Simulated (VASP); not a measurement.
A run of VASP 6.6.1 is set up as follows.

File INCAR:

```
SYSTEM = FeCo
PREC = Accurate
ENCUT = 600
EDIFF = 1E-6
ISMEAR = -1
SIGMA = 0.01
LREAL = .FALSE.
LASPH = .TRUE.
NELM = 200
ALGO = Normal
ISIF = 2
LWAVE = .FALSE.
LCHARG = .FALSE.
ISPIN = 2
MAGMOM = 3.5 2.5
LORBIT = 11
LMAXMIX = 4
GGA = PS
NBANDS = 20
GGA_COMPAT = .FALSE.
```

Contents of KPOINTS:

```
Automatic mesh
0
Gamma
  5 5 5
  0.5 0.5 0.5
```

The input POSCAR:

```
FeCo
1.0
    2.8570000000      0.0000000000      0.0000000000
    0.0000000000      2.8570000000      0.0000000000
    0.0000000000      0.0000000000      2.8570000000
Fe Co
1 1
Direct
    0.5000000000      0.5000000000      0.5000000000
    0.0000000000      0.0000000000      0.0000000000
```

Potentials or basis: VASP PAW PBE potentials, release 64 (Fe, Co).

Run with:

```console
$ cat potpaw_PBE.64/Fe/POTCAR potpaw_PBE.64/Co/POTCAR > POTCAR
$ mpirun -np 1 vasp_std > vasp.out
```

What does it give for the pressure?

-13.7 GPa.

Predict the site moments.

Fe +2.66; Co +1.65 μB.

Caveat: the k points lie up to 0.44 Å⁻¹ apart; the PAW data sets were made with another functional, which shifts forces and pressure a little.
